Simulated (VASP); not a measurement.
Runs of VASP 6.6.1 on As. The structure is that of space group R-3m (No. 166), or close to it. The cells are those of the table. 

```csv
cell,gap on the mesh (eV),pressure (GPa),largest force (eV/Å)
"a = 4.050 Å, angles 52.3°, 2 atoms",none,11.4,1.10
"a = 4.165 Å, angles 56.6°, 2 atoms",none,-6.5,0.21
"a = 4.078 Å, angles 53.4°, 2 atoms",none,(a),0.59
"a = 3.996 Å, angles 50.1°, 2 atoms",none,28.4,2.36
"a = 4.210 Å, angles 58.1°, 2 atoms",none,(c),(b)
```

Alike in all rows: task single point; level PBEsol; potentials or basis VASP PAW PBE potentials, release 64 (As); no spin polarisation; k mesh 18 × 18 × 18; cutoff (eV) 520; smearing gaussian 0.15 eV.

Q: Estimate the missing entries.

A: (a) 5.5; (b) 0.43; (c) -9.8.

Caveats: the PAW data sets were made with another functional, which shifts forces and pressure a little.

A k mesh can miss the band edges, and the runs leave out spin-orbit coupling on As.

A gap of «none» marks levels without a gap at the run's occupations.
